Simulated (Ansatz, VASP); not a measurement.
## One calculation of SiO2, two programs

INCAR

```
SYSTEM = SiO2
ALGO = Normal
EDIFF = 1E-7
EDIFFG = -0.01
ENCUT = 600
GGA = PE
IBRION = 2
ISIF = 3
ISMEAR = -1
IVDW = 13
LASPH = .True.
LCHARG = .False.
LREAL = .False.
LWAVE = .False.
NELM = 60
NSW = 60
PREC = Accurate
SIGMA = 0.05
```

File KPOINTS:

```
k-points
0
Gamma
  6 6 4
  0 0 0
```

The input POSCAR:

```
SiO2
1.0
    4.9755888200      0.0000000000      0.0000000000
    0.0000000000      4.9755888200      0.0000000000
    0.0000000000      0.0000000000      6.9008894400
Si O
4 8
Direct
    0.8032465600      0.8032465600      0.5000000000
    0.6967534400      0.3032465600      0.2500000000
    0.3032465600      0.6967534400      0.7500000000
    0.1967534400      0.1967534400      0.0000000000
    0.7617576300      0.1103870700      0.4320415600
    0.8896129300      0.2382423700      0.0679584400
    0.1103870700      0.7617576300      0.5679584400
    0.2617576300      0.3896129300      0.8179584400
    0.2382423700      0.8896129300      0.9320415600
    0.7382423700      0.6103870700      0.3179584400
    0.3896129300      0.2617576300      0.1820415600
    0.6103870700      0.7382423700      0.6820415600
```

input.yaml

```yaml
crystal:
  lattice:
    - [4.97558882, 0.0, 0.0]
    - [0.0, 4.97558882, 0.0]
    - [0.0, 0.0, 6.90088944]
  atoms:
    - { symbol: Si, position: [0.80324656, 0.80324656, 0.5] }
    - { symbol: Si, position: [0.69675344, 0.30324656, 0.25] }
    - { symbol: Si, position: [0.30324656, 0.69675344, 0.75] }
    - { symbol: Si, position: [0.19675344, 0.19675344, 0.0] }
    - { symbol: O, position: [0.76175763, 0.11038707, 0.43204156] }
    - { symbol: O, position: [0.88961293, 0.23824237, 0.06795844] }
    - { symbol: O, position: [0.11038707, 0.76175763, 0.56795844] }
    - { symbol: O, position: [0.26175763, 0.38961293, 0.81795844] }
    - { symbol: O, position: [0.23824237, 0.88961293, 0.93204156] }
    - { symbol: O, position: [0.73824237, 0.61038707, 0.31795844] }
    - { symbol: O, position: [0.38961293, 0.26175763, 0.18204156] }
    - { symbol: O, position: [0.61038707, 0.73824237, 0.68204156] }
hamiltonian:
  xc: pbe
  pseudopotentials: { kind: paw }
  dispersion: d4
kpoints:
  mp_grid: { grid: [6, 6, 4] }
scf:
  occupations: { method: fermi_dirac, width: 0.05 }
output:
  forces: true
  stress: true
  eigenvalues: true
relax:
  f_tol: 0.01
  max_steps: 40
  cell: { stress_tol: 0.05 }
```

Alike in both runs: task relaxation of cell and atoms; functional PBE; dispersion D4; k mesh 6 × 6 × 4; occupations fermi-dirac, width 0.05 eV; no spin polarisation.

|  | VASP | Ansatz |
| --- | --- | --- |
| version | VASP 6.6.1 | Ansatz 0.2.0 |
| potentials or method | VASP PAW PBE potentials, release 64 (Si, O) | Ansatz PAW |
| plane-wave cutoff (eV) | 600 | 420 |
| valence electrons in the cell | 64 | 64 |

|  | VASP | Ansatz | Ansatz less VASP |
| --- | --- | --- | --- |
| gap on the k mesh at the Fermi level, each at its own relaxed structure (eV) | 5.68 | 5.65 | -0.027 |
| relaxed volume (Å³/atom) | 13.50 | 13.80 | +0.304 |
| relaxed length of the cell vector where the two differ most in proportion (Å) | 6.728 | 6.800 | +0.0719 |

Noted on Ansatz's run: the plane-wave basis is chosen anew once the cell has moved, so the energies of steps on either side of that aren't comparable.
